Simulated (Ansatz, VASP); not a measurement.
## One calculation of NaCl, two programs

```
CELL_PARAMETERS angstrom
3.30885 0.00000 0.00000
0.00000 3.30885 0.00000
0.00000 0.00000 3.30885
ATOMIC_POSITIONS crystal
Na 0.00000 0.00000 0.00000
Cl 0.50000 0.50000 0.50000
```

Alike in both runs: task single point; functional PBE; k mesh 8 × 8 × 8; occupations gaussian, width 0.05 eV; no spin polarisation.

```csv
,VASP,Ansatz
version,VASP 6.6.1,Ansatz 0.2.0
potentials or method,"VASP PAW PBE potentials, release 64 (Na_pv, Cl), cutoff 520 eV","scalar-relativistic, plane waves, PAW"
valence electrons in the cell,14,16
```

```csv
,VASP,Ansatz,Ansatz less VASP
gap on the k mesh at the Fermi level (eV),4.63,4.63,0.000
least direct gap on the mesh (eV),5.28,5.28,0.000
pressure (GPa),6.7,6.7,+0.04
```

VASP's potentials hold 14 valence electrons a cell and Ansatz's 16, so a difference there can come from the potentials and not from the codes.
